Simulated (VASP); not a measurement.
# Al12H in VASP: further runs

Al12H is run at these levels: PBEsol; tasks: single point.

Everything below comes from runs of VASP 6.6.1. Logs are shortened: lines on timing, memory, paths and dates and some standing lists are left out, and cuts for length are marked.

## 1. The cell of the first run

The cell holds a slab with vacuum, 13 atoms: a = 5.679 Å, b = 5.679 Å, c = 21.141 Å, α = 90.00°, β = 90.00°, γ = 90.00°.

## 2. Single point, PBEsol

Contents of INCAR:

```
PREC = Accurate
ENCUT = 520
EDIFF = 1E-7
ISMEAR = 0
SIGMA = 0.1
LREAL = False
LASPH = True
NELM = 80
ALGO = Normal
ISIF = 2
LWAVE = False
LCHARG = True
LDIPOL = True
IDIPOL = 3
DIPOL = 0.5 0.5 0.297
GGA = PS
LELF = True
LVHAR = True
LVACPOTAV = True
NBANDS = 30
```

Contents of KPOINTS:

```
regular mesh
0
Gamma
  5 5 1
```

Contents of POSCAR:

```
Al12H
1.0
    5.6788540124      0.0000000000      0.0000000000
    0.0000000000      5.6788540124      0.0000000000
    0.0000000000      0.0000000000     21.1413451746
Al H
12 1
Direct
    0.2500000000      0.2500000000      0.1892027195
    0.2500000000      0.7500000000      0.1892027195
    0.7500000000      0.2500000000      0.1892027195
    0.7500000000      0.7500000000      0.1892027195
    0.0000000000      0.0000000000      0.2870821533
    0.0000000000      0.5000000000      0.2870821533
    0.5000000000      0.0000000000      0.2870821533
    0.5000000000      0.5000000000      0.2870821533
    0.2500000000      0.2500000000      0.3850911618
    0.2500000000      0.7500000000      0.3850911618
    0.7500000000      0.2500000000      0.3850911618
    0.7500000000      0.7500000000      0.3850911618
    0.4166666667      0.4166666667      0.4177286309
```

Potentials or basis: VASP PAW PBE potentials, release 64 (Al, H).

Started as:

```console
> cat potpaw_PBE.64/Al/POTCAR potpaw_PBE.64/H/POTCAR > POTCAR
> mpirun -np 1 vasp_std > vasp.out
```

OUTCAR:

```text
PREC = Accurate
   ENCUT = 520
   EDIFF = 1E-7
   ISMEAR = 0
   LREAL = False
   LASPH = True
   NELM = 80
   ISIF = 2
   GGA = PS

 ion  position               nearest neighbor table
   1  0.250  0.250  0.189-   2 2.84   3 2.84   2 2.84   3 2.84   7 2.88   8 2.88   5 2.88   6 2.88

   2  0.250  0.750  0.189-   1 2.84   4 2.84   1 2.84   4 2.84   7 2.88   8 2.88   5 2.88   6 2.88

   3  0.750  0.250  0.189-   1 2.84   4 2.84   4 2.84   1 2.84   7 2.88   8 2.88   5 2.88   6 2.88
[... 15 lines left out ...]
  11  0.750  0.250  0.385-   9 2.84  12 2.84  12 2.84   9 2.84   5 2.89   6 2.89   7 2.89   8 2.89

  12  0.750  0.750  0.385-  10 2.84  11 2.84  11 2.84  10 2.84   5 2.89   6 2.89   7 2.89   8 2.89

  13  0.417  0.417  0.418-   9 1.51

  LATTYP: Found a simple tetragonal cell.
 ALAT       =     5.6788540124
 C/A-ratio  =     3.7228189223

  Lattice vectors:

 A1 = (   5.6788540124,   0.0000000000,   0.0000000000)
 A2 = (   0.0000000000,   5.6788540124,   0.0000000000)
 A3 = (   0.0000000000,   0.0000000000,  21.1413451746)

Analysis of symmetry for initial positions (statically):
=====================================================================
 Subroutine PRICEL returns:
 Original cell was already a primitive cell.

 Routine SETGRP: Setting up the symmetry group for a
 simple tetragonal supercell.

 Subroutine GETGRP returns: Found  2 space group operations
 (whereof  2 operations were pure point group operations)
 out of a pool of 16 trial point group operations.

The static configuration has the point symmetry C_1h.

Analysis of symmetry for dynamics (positions and initial velocities):
=====================================================================
 Subroutine PRICEL returns:
 Original cell was already a primitive cell.

 Routine SETGRP: Setting up the symmetry group for a
 simple tetragonal supercell.

 Subroutine GETGRP returns: Found  2 space group operations
 (whereof  2 operations were pure point group operations)
 out of a pool of 16 trial point group operations.

The dynamic configuration has the point symmetry C_1h.

 Subroutine INISYM returns: Found  2 space group operations
 (whereof  2 operations are pure point group operations),
 and found     1 'primitive' translations

----------------------------------------------------------------------------------------

                                     Primitive cell

  volume of cell :     681.7953

  direct lattice vectors                    reciprocal lattice vectors
     5.678854012  0.000000000  0.000000000     0.176091866  0.000000000  0.000000000
     0.000000000  5.678854012  0.000000000     0.000000000  0.176091866  0.000000000
     0.000000000  0.000000000 21.141345175     0.000000000  0.000000000  0.047300680

  length of vectors
     5.678854012  5.678854012 21.141345175     0.176091866  0.176091866  0.047300680

  position of ions in fractional coordinates (direct lattice)
     0.250000000  0.250000000  0.189202720
     0.250000000  0.750000000  0.189202720
     0.750000000  0.250000000  0.189202720
     0.750000000  0.750000000  0.189202720
     0.000000000  0.000000000  0.287082153
     0.000000000  0.500000000  0.287082153
     0.500000000  0.000000000  0.287082153
     0.500000000  0.500000000  0.287082153
     0.250000000  0.250000000  0.385091162
     0.250000000  0.750000000  0.385091162
     0.750000000  0.250000000  0.385091162
     0.750000000  0.750000000  0.385091162
     0.416666667  0.416666667  0.417728631

  ion indices of the primitive-cell ions
   primitive index   ion index
                 1           1
                 2           2
                 3           3
                 4           4
                 5           5
                 6           6
                 7           7
                 8           8
                 9           9
                10          10
                11          11
                12          12
                13          13

----------------------------------------------------------------------------------------

 KPOINTS: regular mesh

Automatic generation of k-mesh.
 Grid dimensions read from file:
 generate k-points for:    5    5    1

 Generating k-lattice:

  Cartesian coordinates                     Fractional coordinates (reciprocal lattice)
     0.035218373  0.000000000  0.000000000     0.200000000  0.000000000  0.000000000
     0.000000000  0.035218373  0.000000000     0.000000000  0.200000000  0.000000000
     0.000000000  0.000000000  0.047300680     0.000000000  0.000000000  1.000000000

  Length of vectors
     0.035218373  0.035218373  0.047300680

  Shift w.r.t. Gamma in fractional coordinates (k-lattice)
     0.000000000  0.000000000  0.000000000

 Subroutine IBZKPT returns following result:
 ===========================================

 Found      9 irreducible k-points:

 Following reciprocal coordinates:
            Coordinates               Weight
  0.000000  0.000000  0.000000      1.000000
  0.200000  0.000000  0.000000      4.000000
  0.400000  0.000000  0.000000      4.000000
  0.200000  0.200000  0.000000      2.000000
 -0.200000  0.200000  0.000000      2.000000
  0.400000  0.200000  0.000000      4.000000
 -0.200000  0.400000  0.000000      4.000000
  0.400000  0.400000  0.000000      2.000000
 -0.400000  0.400000  0.000000      2.000000
   k-points           NKPTS =      9   k-points in BZ     NKDIM =      9   number of bands    NBANDS=     30
   number of dos      NEDOS =    301   number of ions     NIONS =     13
   total plane-waves  NPLWV = 282240
   dimension x,y,z NGX =    42 NGY =   42 NGZ =  160
   dimension x,y,z NGXF=    84 NGYF=   84 NGZF=  320
   ions per type =              12   1
   NGX,Y,Z   is equivalent  to a cutoff of  12.30, 12.30, 12.58 a.u.
   NGXF,Y,Z  is equivalent  to a cutoff of  24.59, 24.59, 25.16 a.u.
 SYSTEM =  unknown system
   PREC   = accura    normal or accurate (medium, high low for compatibility)
   ISTART =      0    job   : 0-new  1-cont  2-samecut
   ICHARG =      2    charge: 1-file 2-atom 10-const
   ISPIN  =      1    spin polarized calculation?
   LNONCOLLINEAR =      F non collinear calculations
   LSORBIT =      F    spin-orbit coupling
   LASPH  =      T    aspherical Exc in radial PAW
   ENCUT  =  520.0 eV  38.22 Ry    6.18 a.u.  10.56 10.56 39.31*2*pi/ulx,y,z
   NELM   =     80;   NELMIN=  2; NELMDL= -5     # of ELM steps
   EDIFF  = 0.1E-06   stopping-criterion for ELM
   LREAL  =      F    real-space projection
   EDIFFG = 0.1E-05   stopping-criterion for IOM
   NSW    =      0    number of steps for IOM
   IBRION =     -1    ionic relax: 0-MD 1-quasi-New 2-CG
   NFREE  =      0    steps in history (QN), initial steepest desc. (CG)
   ISIF   =      2    stress and relaxation
   ISYM   =      2    0-nonsym 1-usesym 2-fastsym
   POTIM  = 0.5000    time-step for ionic-motion
   TEBEG  =    0.0;   TEEND  =   0.0 temperature during run
   PSTRESS=    0.0 pullay stress
   NELECT =      37.0000    total number of electrons
   NUPDOWN=      -1.0000    fix difference up-down
   EMIN   =  10.00;   EMAX   =-10.00  energy-range for DOS
   EFERMI =   0.00;   METHOD = LEGACY
   ISMEAR =     0;   SIGMA  =   0.10  broadening in eV -4-tet -1-fermi 0-gaus
   EFERMI_NEDOS =   21; number of points for ismear=-14 and -15
   IALGO  =     38    algorithm
   IMIX   =      4    mixing-type and parameters
     AMIX     =   0.40;   BMIX     =  1.00
     AMIX_MAG =   1.60;   BMIX_MAG =  1.00
  volume/ion in A,a.u.               =      52.45       353.92
  Fermi-wavevector in a.u.,A,eV,Ry     =   0.619808  1.171268  5.226846  0.384162
  Thomas-Fermi vector in A             =   1.678737
   LORBIT       =      0    0 simple, 1 ext, 2 COOP (PROOUT), +10 PAW based schemes
   GGA     = PS    functional components
   LHFCALC =     F    Hartree Fock is set to
   AEXX    =    0.0000 exact exchange contribution
   IVDW    =     0    specifies the selected vdW correction
   LEPSILON=     F    determine dielectric tensor
   LRPA    =     F    only Hartree local field effects (RPA)
 non-spin polarized calculation
 Gauss-broadening in eV      SIGMA  =   0.10
  energy-cutoff  :      520.00
  volume of cell :      681.80
 maximum number of plane-waves:     18411
 NGX is ok and might be reduce to    42
   NGX = 21   NGY = 21   NGZ = 79

 dipolmoment           0.000000      0.000000      0.026286 electrons x Angstroem

 number of electron      36.9999998 magnetization

 dipolmoment           0.000000      0.000000     -0.021762 electrons x Angstroem

 Free energy of the ion-electron system (eV)
  ---------------------------------------------------
  ext. energy  EPLUGINS =         0.00000000
  ---------------------------------------------------
  free energy    TOTEN  =       -47.61408473 eV

  energy without entropy =      -47.59866336  energy(sigma->0) =      -47.60637404

 E-fermi :  -0.7605     XC(G=0):  -3.9312

 val. band max:       -0.7918023840   @ k =   0.0000   0.0000   0.0000
 cond. band min:      -0.6288050565   @ k =   0.2000   0.2000   0.0000
 fundamental gap:      0.1629973275
 Fermi energy:        -0.7605085773

 k-point     1 :       0.0000    0.0000    0.0000
  band No.  band energies     occupation
      1     -11.0972      2.00000
      2      -9.2544      2.00000
      3      -7.1787      2.00000
      4      -6.5785      2.00000
      5      -6.5328      2.00000
      6      -6.4522      2.00000
[... 286 lines left out ...]
     29       2.2131      0.00000
     30       2.6710      0.00000

------------------------ aborting loop because EDIFF is reached ----------------------------------------

  FORCE on cell =-STRESS in cart. coord.  units (eV):
  Direction    XX          YY          ZZ          XY          YZ          ZX
  --------------------------------------------------------------------------------------
  -------------------------------------------------------------------------------------
  Total       -7.1185660     -7.1185660      1.7318800      2.3116950      0.7432867      0.7432868
  in kB      -16.7281946    -16.7281946      4.0698120      5.4323418      1.7466783      1.7466784
  external PRESSURE =      -9.7955258 kB  Pullay stress =       0.0000000 kB

 VOLUME and BASIS-vectors are now :
 -----------------------------------------------------------------------------
  energy-cutoff  :      520.00
  volume of cell :      681.80
      direct lattice vectors                 reciprocal lattice vectors
     5.678854012  0.000000000  0.000000000     0.176091866  0.000000000  0.000000000
     0.000000000  5.678854012  0.000000000     0.000000000  0.176091866  0.000000000
     0.000000000  0.000000000 21.141345175     0.000000000  0.000000000  0.047300680

 POSITION                                       TOTAL-FORCE (eV/Angst)
 -----------------------------------------------------------------------------------
      1.41971      1.41971      4.00000         0.042618      0.042618     -0.082688
      1.41971      4.25914      4.00000        -0.009328     -0.068355     -0.020190
      4.25914      1.41971      4.00000        -0.068355     -0.009328     -0.020190
      4.25914      4.25914      4.00000        -0.002596     -0.002596     -0.040062
      0.00000      0.00000      6.06930        -0.082362     -0.082362     -0.023944
      0.00000      2.83943      6.06930         0.146782      0.052957      0.047122
      2.83943      0.00000      6.06930         0.052957      0.146782      0.047122
      2.83943      2.83943      6.06930         0.037579      0.037579     -0.101454
      1.41971      1.41971      8.14135        -1.715506     -1.715506     -1.282791
      1.41971      4.25914      8.14135        -0.074232      0.170677     -0.010598
      4.25914      1.41971      8.14135         0.170677     -0.074232     -0.010598
      4.25914      4.25914      8.14135         0.184897      0.184897      0.031627
      2.36619      2.36619      8.83135         1.316869      1.316869      1.466643
 -----------------------------------------------------------------------------------
    total drift:                               -0.000104     -0.000104     -0.000074

  FREE ENERGIE OF THE ION-ELECTRON SYSTEM (eV)
  ---------------------------------------------------
  free  energy   TOTEN  =       -47.6140847256 eV

  energy  without entropy=      -47.5986633593  energy(sigma->0) =      -47.60637404

 vacuum level on the upper side and lower side of the slab         3.610         3.732
```

It took 10 min on 1 thread of Intel Xeon 8259CL, shared host; peak memory 0.65 GiB.

What came out:

- Free energy: -47.6141 eV
- Largest force: 2.744 eV/Å
- Band gap on the k mesh: zero (an odd number of electrons rules out a gap without spin polarisation)

Forces on the atoms (eV/Å):
```
Al   0.043  0.043 -0.083
Al  -0.009 -0.068 -0.020
Al  -0.068 -0.009 -0.020
Al  -0.003 -0.003 -0.040
Al  -0.082 -0.082 -0.024
Al   0.147  0.053  0.047
Al   0.053  0.147  0.047
Al   0.038  0.038 -0.101
Al  -1.716 -1.716 -1.283
Al  -0.074  0.171 -0.011
Al   0.171 -0.074 -0.011
Al   0.185  0.185  0.032
H    1.317  1.317  1.467
```

Caveat: the PAW data sets were made with another functional, which shifts forces and pressure a little.

[end of part 1 of 2]

The gap in the log of VASP goes by the Fermi energy; the results here count the filled bands.